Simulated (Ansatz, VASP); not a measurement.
**One calculation of HfC5, two programs**

```xyz
12
Lattice="4.3254 0.0000 0.0000 0.0000 4.7970 0.0000 0.0000 0.0000 8.2382" Properties=species:S:1:pos:R:3 pbc="T T T"
Hf    0.0000    0.0000    4.1191
Hf    2.1627    2.3985    4.1191
C     1.4465    2.3985    0.0000
C     0.7160    3.5985    0.0000
C     1.4467    0.0000    0.0000
C     0.7160    1.1985    0.0000
C     2.8790    2.3985    0.0000
C     3.6094    1.1985    0.0000
C     2.8787    0.0000    0.0000
C     3.6094    3.5985    0.0000
C     2.1627    0.0000    4.1191
C     0.0000    2.3985    4.1191
```

Alike in both runs: functional PBE; k mesh 8 × 6 × 4; occupations gaussian, width 0.1 eV; no spin polarisation.

Ansatz relaxed the structure, and its values are those at the end. VASP's run is a single point on that final structure, the one shown.

```csv
,VASP,Ansatz
version,VASP 6.6.1,Ansatz 0.2.0
potentials or method,"VASP PAW PBE potentials, release 64 (Hf_pv, C), cutoff 520 eV","scalar-relativistic, plane waves, PAW"
valence electrons in the cell,60,92
```

```csv
,VASP,Ansatz,Ansatz less VASP
gap on the k mesh at the Fermi level (eV),none,none,-
pressure (GPa),0.0,0.0,-0.04
rms of the force components (eV/Å),0.003,0.000,-0.0033
```

A gap of «none» marks a metal or a gap that the smearing closes. VASP's potentials hold 60 valence electrons a cell and Ansatz's 92, so a difference there can come from the potentials and not from the codes.

Neither program's run includes spin-orbit coupling.
